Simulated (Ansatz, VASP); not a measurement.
# Two plane-wave programs on AlIn3As4

```
CELL_PARAMETERS angstrom
4.31305 0.00000 0.00000
0.00000 4.31305 0.00000
0.00000 0.00000 12.05577
ATOMIC_POSITIONS crystal
Al 0.50000 0.50000 0.00000
In 0.00000 0.00000 0.75968
In 0.00000 0.00000 0.24032
In 0.50000 0.50000 0.50000
As 0.50000 0.00000 0.10898
As 0.00000 0.50000 0.37015
As 0.50000 0.00000 0.62985
As 0.00000 0.50000 0.89102
```

Alike in both runs: task relaxation of cell and atoms; functional PBE; k mesh 10 × 10 × 4; occupations gaussian, width 0.1 eV; no spin polarisation.

|  | VASP | Ansatz |
| --- | --- | --- |
| version | VASP 6.6.1 | Ansatz 0.2.0 |
| potentials or method | VASP PAW PBE potentials, release 64 (Al, In_d, As), cutoff 600 eV | scalar-relativistic, plane waves, PAW |
| valence electrons in the cell | 62 | 102 |

|  | VASP | Ansatz | Ansatz less VASP |
| --- | --- | --- | --- |
| gap on the k mesh at the Fermi level, each at its own relaxed structure (eV) | none | none | - |
| relaxed volume (Å³/atom) | 27.95 | 27.92 | -0.038 |
| relaxed length of the cell vector where the two differ most in proportion (Å) | 4.288 | 4.286 | -0.0020 |

A gap of «none» marks a metal or a gap that the smearing closes. VASP's potentials hold 62 valence electrons a cell and Ansatz's 102, so a difference there can come from the potentials and not from the codes.
